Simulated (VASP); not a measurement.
Wanted: the native input for a VASP 6.6.1 run.

```
Task                   : single point
Functional             : PBEsol
Potentials or basis    : VASP PAW PBE potentials, release 64 (Ni, Sb)
Cutoff                 : 520 eV
k mesh                 : 18 × 18 × 10
Occupations            : gaussian, width 0.1 eV
Spin                   : no spin polarisation
Dipole correction      : no
Further INCAR settings : ALGO = Normal; EDIFF = 1e-06; NBANDS = 23
```

The structure of NiSb lies in POSCAR:

```
NiSb
1.0
    3.9550973696      0.0000000000      0.0000000000
   -1.9775486848      3.4252147965      0.0000000000
    0.0000000000      0.0000000000      5.0267391768
Ni Sb
2 2
Direct
    0.0000000000      0.0000000000      0.0000000000
    0.0000000000      0.0000000000      0.5000000000
    0.3333333333      0.6666666667      0.2500000000
    0.6666666667      0.3333333333      0.7500000000
```

This cell differs from its parent crystal: biaxial strain in the a-b plane: +1.0 %, then relaxed in part.

The input as run:

INCAR

```
SYSTEM = NiSb
PREC = Accurate
ENCUT = 520
EDIFF = 1E-6
ISMEAR = 0
SIGMA = 0.1
LREAL = .FALSE.
LASPH = .TRUE.
NELM = 60
ALGO = Normal
ISIF = 2
LWAVE = .FALSE.
LCHARG = .FALSE.
GGA = PS
NBANDS = 23
```

KPOINTS

```
regular mesh
0
G
  18 18 10
  0 0 0
```

Potentials or basis: VASP PAW PBE potentials, release 64 (Ni, Sb).

The run is started by

```bash
$ cat potpaw_PBE.64/Ni/POTCAR potpaw_PBE.64/Sb/POTCAR > POTCAR
$ mpirun -np 1 vasp_std > vasp.out
```

Results of the run:

```json
{"Pressure": "-1.3 GPa", "Band gap on the k mesh": "zero (bands 15 and 16 overlap by 3.29 eV)"}
```

Caveat: the cell differs from its parent crystal (biaxial strain in the a-b plane: +1.0 %, then relaxed in part); the PAW data sets were made with another functional, which shifts forces and pressure a little; spin-orbit coupling is left out, which moves the levels of the heavy elements.

Run time: 7.8 min on 1 thread of Intel(R) Xeon(R) Platinum 8488C (Sapphire Rapids), with other jobs on the host, peak memory 0.42 GiB.
